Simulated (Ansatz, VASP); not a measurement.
MoS2 in VASP and in Ansatz

```
CELL_PARAMETERS angstrom
1.58759 0.91660 6.19394
-1.58759 0.91660 6.19394
0.00000 -1.83319 6.19394
ATOMIC_POSITIONS crystal
Mo 0.99999 0.99999 0.99999
S 0.41700 0.41700 0.41700
S 0.24968 0.24968 0.24968
```

Alike in both runs: task single point; functional r2SCAN; k mesh 2 × 2 × 2; no spin polarisation.

|  | VASP | Ansatz |
| --- | --- | --- |
| version | VASP 6.6.1 | Ansatz 0.2.0 |
| potentials or method | VASP PAW PBE potentials, release 64 (Mo_sv, S) | plane waves |
| plane-wave cutoff (eV) | 520 | 500 |
| occupations | gaussian, width 0.01 eV | fixed |
| valence electrons in the cell | 26 | 26 |

```tsv
	VASP	Ansatz	Ansatz less VASP
gap on the k mesh at the Fermi level (eV)	1.46	1.45	-0.012
pressure (GPa)	3.8	3.7	-0.09
traceless stress, the component that is largest in VASP (GPa)	4.08	4.12	+0.049
rms of the force components (eV/Å)	0.141	0.136	-0.0050
```

VASP's potentials were made for PBE, not for r2SCAN. Atom by atom the forces differ by 0.005 eV/Å (rms over components).

The k mesh is coarse, so the values compare programs but aren't converged.
